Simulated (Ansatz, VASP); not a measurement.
Two plane-wave programs on Ti

```
Ti
1.0
    -1.61638    1.61638    1.64100
     1.61638   -1.61638    1.64100
     1.61638    1.61638   -1.64100
Ti
1
Direct
  0.00000 0.00000 0.00000
```

Change from the starting cell: strain -0.0150 x Voigt [1, 1, 0, 0, 0, 0], atoms carried along.

Alike in both runs: task single point; functional r2SCAN; k mesh 20 × 20 × 20; occupations gaussian, width 0.15 eV; no spin polarisation.

|  | VASP | Ansatz |
| --- | --- | --- |
| version | VASP 6.6.1 | Ansatz 0.2.0 |
| potentials or method | VASP PAW PBE potentials, release 64 (Ti_sv), cutoff 520 eV | scalar-relativistic, plane waves, PAW |
| valence electrons in the cell | 12 | 12 |

VASP gave:

* gap on the k mesh at the Fermi level (eV): none
* pressure (GPa): 0.9
* traceless stress, the component that is largest in VASP (GPa): 0.37

Which values does Ansatz return?

gap on the k mesh at the Fermi level (eV): none; pressure (GPa): 0.4; traceless stress, the component that is largest in VASP (GPa): 0.37.

VASP's potentials were made for PBE, not for r2SCAN. A gap of «none» marks a metal or a gap that the smearing closes. With one functional, cell and mesh, what is left measures potentials, basis and numerics.
